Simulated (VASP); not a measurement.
TiO2:

```xyz
6
Lattice="4.5059 0.0000 0.0000 0.0000 4.5059 0.0000 0.0000 0.0000 2.8988" Properties=species:S:1:pos:R:3 pbc="T T T"
Ti    0.0000    0.0000    1.4494
Ti    2.2530    2.2530    0.0000
O     1.3713    1.3713    1.4494
O     0.8817    3.6242    0.0000
O     3.6242    0.8817    0.0000
O     3.1347    3.1347    1.4494
```

Base run:

```yaml
Program: VASP 6.6.1
Functional: PBE
Potentials_or_basis: VASP PAW PBE potentials, release 64 (Ti_sv, O)
Cutoff: 520 eV
k_mesh: 6 × 6 × 9
Occupations: fermi-dirac, width 0.05 eV
Spin: no spin polarisation
```

Its results: band gap on the k mesh 1.99 eV, direct; pressure 22.4 GPa; largest force 0.338 eV/Å.

Q: The run is repeated on the same cell with these changes: functional from PBE to BLYP; dispersion from none to D3(BJ). What comes out?

A: Band gap on the k mesh 1.98 eV, direct; pressure 19.5 GPa; largest force 0.437 eV/Å.

Several settings changed at once, so the effect can't be laid on one alone.

Caveats: the PAW data sets were made with another functional, which shifts forces and pressure a little (some runs).

A k mesh can miss the band edges.
